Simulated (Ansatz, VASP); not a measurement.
## NaF: VASP beside Ansatz

```
Na F
1.0
     0.00000    2.55106    2.55106
     2.55106    0.00000    2.55106
     2.55106    2.55106    0.00000
Na F
1 1
Cartesian
  0.0000 0.0000 0.0000
  1.2755 1.2755 1.2755
```

Alike in both runs: task single point; functional PBE; k mesh 8 × 8 × 8; no spin polarisation.

|  | VASP | Ansatz |
| --- | --- | --- |
| version | VASP 6.6.1 | Ansatz 0.2.0 |
| potentials or method | VASP PAW PBE potentials, release 64 (Na_pv, F) | plane waves, PAW |
| plane-wave cutoff (eV) | 520 | 420 |
| occupations | gaussian, width 0.01 eV | fixed |
| valence electrons in the cell | 14 | 16 |

```csv
,VASP,Ansatz,Ansatz less VASP
gap on the k mesh at the Fermi level (eV),5.54,5.55,+0.015
pressure (GPa),1.0,1.1,+0.04
```

VASP's potentials hold 14 valence electrons a cell and Ansatz's 16, so a difference there can come from the potentials and not from the codes.
